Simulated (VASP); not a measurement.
# PbS in VASP: further runs

PbS is run at these levels: PBEsol; tasks: electric field gradients.

Program: VASP 6.6.1. These are calculated values, not measurements. Logs are shortened: lines on timing, memory, paths and dates and some standing lists are left out, and cuts for length are marked.

### 1 The cell of the first run

The cell holds a slab with vacuum, 4 atoms: a = 4.047 Å, b = 4.047 Å, c = 11.757 Å, α = 93.68°, β = 93.68°, γ = 89.21°.

### 2 Electric field gradients, PBEsol (equal xx and yy strain of -2 %)

File INCAR:

```
  PREC = Accurate
  ENCUT = 520
  EDIFF = 1E-8
  ISMEAR = -1
  SIGMA = 0.01
  LREAL = False
  LASPH = True
  NELM = 80
  ALGO = Normal
  ISIF = 2
  LWAVE = False
  LCHARG = False
  GGA = PS
  LEFG = True
  NBANDS = 28
```

File KPOINTS:

```
Automatic mesh
0
Gamma
  7 7 3
```

File POSCAR:

```
PbS
1.0
    2.8816900000     -2.8420000000      0.0000000000
    2.8816900000      2.8420000000      0.0000000000
   -1.0584490000      0.0000000000     11.7092900000
Pb S
2 2
Direct
    0.7756000000      0.7756000000      0.6363800000
    0.2244000000      0.2244000000      0.3636200000
    0.2684000000      0.2684000000      0.5986000000
    0.7316000000      0.7316000000      0.4014000000
```

Potentials or basis: VASP PAW PBE potentials, release 64 (Pb_d, S).

The run is started by

```console
> cat potpaw_PBE.64/Pb_d/POTCAR potpaw_PBE.64/S/POTCAR > POTCAR
> mpirun -np 1 vasp_std > vasp.out
```

OUTCAR:

```text
PREC = Accurate
   ENCUT = 520
   EDIFF = 1E-8
   ISMEAR = -1
   LREAL = False
   LASPH = True
   NELM = 80
   ISIF = 2
   GGA = PS

 ion  position               nearest neighbor table
   1  0.776  0.776  0.636-   4 2.75   3 2.88   3 2.88   3 2.91   3 2.92
   2  0.224  0.224  0.364-   3 2.75   4 2.88   4 2.88   4 2.91   4 2.92
   3  0.268  0.268  0.599-   2 2.75   1 2.88   1 2.88   1 2.91   1 2.92
   4  0.732  0.732  0.401-   1 2.75   2 2.88   2 2.88   2 2.91   2 2.92

  LATTYP: Found a base centered monoclinic cell.
 ALAT       =     5.7633800000
 B/A-ratio  =     0.9862268322
 C/A-ratio  =     2.0399542227
 COS(beta)  =    -0.0900268926

  Lattice vectors:

 A1 = (   2.8816900000,  -2.8420000000,   0.0000000000)
 A2 = (   2.8816900000,   2.8420000000,   0.0000000000)
 A3 = (  -1.0584490000,   0.0000000000,  11.7092900000)

Analysis of symmetry for initial positions (statically):
=====================================================================
 Subroutine PRICEL returns:
 Original cell was already a primitive cell.

 Routine SETGRP: Setting up the symmetry group for a
 base centered monoclinic supercell.

 Subroutine GETGRP returns: Found  4 space group operations
 (whereof  4 operations were pure point group operations)
 out of a pool of  4 trial point group operations.

The static configuration has the point symmetry C_2h.

Analysis of symmetry for dynamics (positions and initial velocities):
=====================================================================
 Subroutine PRICEL returns:
 Original cell was already a primitive cell.

 Routine SETGRP: Setting up the symmetry group for a
 base centered monoclinic supercell.

 Subroutine GETGRP returns: Found  4 space group operations
 (whereof  4 operations were pure point group operations)
 out of a pool of  4 trial point group operations.

The dynamic configuration has the point symmetry C_2h.

 Subroutine INISYM returns: Found  4 space group operations
 (whereof  4 operations are pure point group operations),
 and found     1 'primitive' translations

----------------------------------------------------------------------------------------

                                     Primitive cell

  volume of cell :     191.7926

  direct lattice vectors                    reciprocal lattice vectors
     2.881690000 -2.842000000  0.000000000     0.173509295 -0.175932442  0.015684191
     2.881690000  2.842000000  0.000000000     0.173509295  0.175932442  0.015684191
    -1.058449000  0.000000000 11.709290000     0.000000000  0.000000000  0.085402275

  length of vectors
     4.047357318  4.047357318 11.757031368     0.247595827  0.247595827  0.085402275

  position of ions in fractional coordinates (direct lattice)
     0.775600000  0.775600000  0.636380000
     0.224400000  0.224400000  0.363620000
     0.268400000  0.268400000  0.598600000
     0.731600000  0.731600000  0.401400000

  ion indices of the primitive-cell ions
   primitive index   ion index
                 1           1
                 2           2
                 3           3
                 4           4

----------------------------------------------------------------------------------------

 KPOINTS: Automatic mesh

Automatic generation of k-mesh.
 Grid dimensions read from file:
 generate k-points for:    7    7    3

 Generating k-lattice:

  Cartesian coordinates                     Fractional coordinates (reciprocal lattice)
     0.024787042 -0.025133206  0.002240599     0.142857143  0.000000000 -0.000000000
     0.024787042  0.025133206  0.002240599     0.000000000  0.142857143 -0.000000000
     0.000000000  0.000000000  0.028467425     0.000000000  0.000000000  0.333333333

  Length of vectors
     0.035370832  0.035370832  0.028467425

[... 39 lines left out ...]
   dimension x,y,z NGXF=    60 NGYF=   60 NGZF=  180
   ions per type =               2   2
   NGX,Y,Z   is equivalent  to a cutoff of  12.32, 12.32, 12.73 a.u.
   NGXF,Y,Z  is equivalent  to a cutoff of  24.65, 24.65, 25.45 a.u.
 SYSTEM =  unknown system
   PREC   = accura    normal or accurate (medium, high low for compatibility)
   ISTART =      0    job   : 0-new  1-cont  2-samecut
   ICHARG =      2    charge: 1-file 2-atom 10-const
   ISPIN  =      1    spin polarized calculation?
   LNONCOLLINEAR =      F non collinear calculations
   LSORBIT =      F    spin-orbit coupling
   LASPH  =      T    aspherical Exc in radial PAW
   ENCUT  =  520.0 eV  38.22 Ry    6.18 a.u.   7.53  7.53 21.86*2*pi/ulx,y,z
   NELM   =     80;   NELMIN=  2; NELMDL= -5     # of ELM steps
   EDIFF  = 0.1E-07   stopping-criterion for ELM
   LREAL  =      F    real-space projection
   EDIFFG = 0.1E-06   stopping-criterion for IOM
   NSW    =      0    number of steps for IOM
   IBRION =     -1    ionic relax: 0-MD 1-quasi-New 2-CG
   NFREE  =      0    steps in history (QN), initial steepest desc. (CG)
   ISIF   =      2    stress and relaxation
   ISYM   =      2    0-nonsym 1-usesym 2-fastsym
   POTIM  = 0.5000    time-step for ionic-motion
   TEBEG  =    0.0;   TEEND  =   0.0 temperature during run
   PSTRESS=    0.0 pullay stress
   NELECT =      40.0000    total number of electrons
   NUPDOWN=      -1.0000    fix difference up-down
   EMIN   =  10.00;   EMAX   =-10.00  energy-range for DOS
   EFERMI =   0.00;   METHOD = LEGACY
   ISMEAR =    -1;   SIGMA  =   0.01  broadening in eV -4-tet -1-fermi 0-gaus
   EFERMI_NEDOS =   21; number of points for ismear=-14 and -15
   IALGO  =     38    algorithm
   IMIX   =      4    mixing-type and parameters
     AMIX     =   0.40;   BMIX     =  1.00
     AMIX_MAG =   1.60;   BMIX_MAG =  1.00
  volume/ion in A,a.u.               =      47.95       323.57
  Fermi-wavevector in a.u.,A,eV,Ry     =   0.970847  1.834635 12.824092  0.942544
  Thomas-Fermi vector in A             =   2.101016
   LORBIT       =      0    0 simple, 1 ext, 2 COOP (PROOUT), +10 PAW based schemes
   GGA     = PS    functional components
   LHFCALC =     F    Hartree Fock is set to
   AEXX    =    0.0000 exact exchange contribution
   IVDW    =     0    specifies the selected vdW correction
   LEPSILON=     F    determine dielectric tensor
   LRPA    =     F    only Hartree local field effects (RPA)
 non-spin polarized calculation
  energy-cutoff  :      520.00
  volume of cell :      191.79
 maximum number of plane-waves:      5215
 NGX is ok and might be reduce to    30
   NGX = 15   NGY = 15   NGZ = 43

 number of electron      39.9999994 magnetization

 Free energy of the ion-electron system (eV)
  ---------------------------------------------------
  ext. energy  EPLUGINS =         0.00000000
  ---------------------------------------------------
  free energy    TOTEN  =       -18.40432357 eV

  energy without entropy =      -18.40432357  energy(sigma->0) =      -18.40432357

 E-fermi :   1.2156     XC(G=0):  -6.0635

 val. band max:        0.9329935714   @ k =   0.4286  -0.0000   0.3333
 cond. band min:       2.0178287353   @ k =   0.0000   0.0000   0.3333
 fundamental gap:      1.0848351638
 Fermi energy:         1.2156001299

 k-point     1 :       0.0000    0.0000    0.0000
  band No.  band energies     occupation
      1     -15.4140      2.00000
      2     -15.3097      2.00000
      3     -15.3026      2.00000
      4     -15.2925      2.00000
      5     -15.2585      2.00000
      6     -15.2550      2.00000
[... 733 lines left out ...]
     27       6.1054      0.00000
     28       7.5116      0.00000

 [... further k-points ...]

------------------------ aborting loop because EDIFF is reached ----------------------------------------

  FORCE on cell =-STRESS in cart. coord.  units (eV):
  Direction    XX          YY          ZZ          XY          YZ          ZX
  --------------------------------------------------------------------------------------
  -------------------------------------------------------------------------------------
  Total        0.7371560      2.0341202     -2.0286585      0.0000000      0.0000000     -0.0121633
  in kB        6.1579772     16.9924229    -16.9467973      0.0000000      0.0000000     -0.1016087
  external PRESSURE =       2.0678676 kB  Pullay stress =       0.0000000 kB

 VOLUME and BASIS-vectors are now :
 -----------------------------------------------------------------------------
  energy-cutoff  :      520.00
  volume of cell :      191.79
      direct lattice vectors                 reciprocal lattice vectors
     2.881690000 -2.842000000  0.000000000     0.173509295 -0.175932442  0.015684191
     2.881690000  2.842000000  0.000000000     0.173509295  0.175932442  0.015684191
    -1.058449000  0.000000000 11.709290000     0.000000000  0.000000000  0.085402275

 POSITION                                       TOTAL-FORCE (eV/Angst)
 -----------------------------------------------------------------------------------
      3.79650      0.00000      7.45156        -0.001877      0.000000     -0.457546
      0.90843      0.00000      4.25773         0.001877      0.000000      0.457546
      0.91330      0.00000      7.00918        -0.002805      0.000000     -0.224340
      3.79163      0.00000      4.70011         0.002805      0.000000      0.224340
 -----------------------------------------------------------------------------------
    total drift:                               -0.000000     -0.000000      0.000000

  FREE ENERGIE OF THE ION-ELECTRON SYSTEM (eV)
  ---------------------------------------------------
  free  energy   TOTEN  =       -18.4043235705 eV

  energy  without entropy=      -18.4043235705  energy(sigma->0) =      -18.40432357

 Electric field gradients (V/A^2)
---------------------------------------------------------------------
 ion       V_xx      V_yy      V_zz      V_xy      V_xz      V_yz
---------------------------------------------------------------------
   1      64.507     4.185   -68.692    -0.000     0.609     0.000
   2      64.507     4.185   -68.692     0.000     0.609     0.000
   3       3.422     0.988    -4.410    -0.000     0.216     0.000
   4       3.422     0.988    -4.410    -0.000     0.216     0.000
---------------------------------------------------------------------

 Electric field gradients after diagonalization (V/A^2)
 (convention: |V_zz| > |V_xx| > |V_yy|)
----------------------------------------------------------------------
 ion       V_xx      V_yy      V_zz     asymmetry (V_yy - V_xx)/ V_zz
----------------------------------------------------------------------
   1      64.509     4.185   -68.694       0.878
   2      64.509     4.185   -68.694       0.878
   3       3.428     0.988    -4.416       0.553
   4       3.428     0.988    -4.416       0.553
----------------------------------------------------------------------

           NMR quadrupolar parameters

 Cq : quadrupolar parameter    Cq=e*Q*V_zz/h
 eta: asymmetry parameters     (V_yy - V_xx)/ V_zz
 Q  : nuclear electric quadrupole moment in mb (millibarn)
----------------------------------------------------------------------
 ion       Cq(MHz)       eta       Q (mb)
----------------------------------------------------------------------
   1      -0.166       0.878       1.000
   2      -0.166       0.878       1.000
   3      -0.011       0.553       1.000
   4      -0.011       0.553       1.000
----------------------------------------------------------------------
```

Wall time 4.2 min (1 thread of Oxide Virtual Turin-like, shared host); peak memory 0.34 GiB.

What came out:

```
Free energy                             : -18.4043 eV
Largest force                           : 0.458 eV/Å
Band gap on the k mesh                  : 1.08 eV (least direct gap 1.09 eV)
Largest electric field gradient by atom : Pb -68.7; S -4.4 V/Å²
```

Forces in eV/Å, atoms in the order of the input:
```
Pb  -0.002  0.000 -0.458
Pb   0.002  0.000  0.458
S   -0.003  0.000 -0.224
S    0.003  0.000  0.224
```

Electric field gradients, principal values (V/Å²):
```csv
atom,least,middle,greatest (by size)
1 Pb,4.185,64.509,-68.694
2 Pb,4.185,64.509,-68.694
3 S,0.988,3.428,-4.416
4 S,0.988,3.428,-4.416
```

Caveat: the cell differs from its parent crystal (equal xx and yy strain of -2 %); there is no dipole correction, which matters where the two faces differ; without QUAD_EFG the Cq values of the log hold for a quadrupole moment of 1 mb, not for the nuclei; the PAW data sets were made with another functional, which shifts forces and pressure a little; spin-orbit coupling is left out, which moves the levels of the heavy elements.

[end of part 1 of 2]
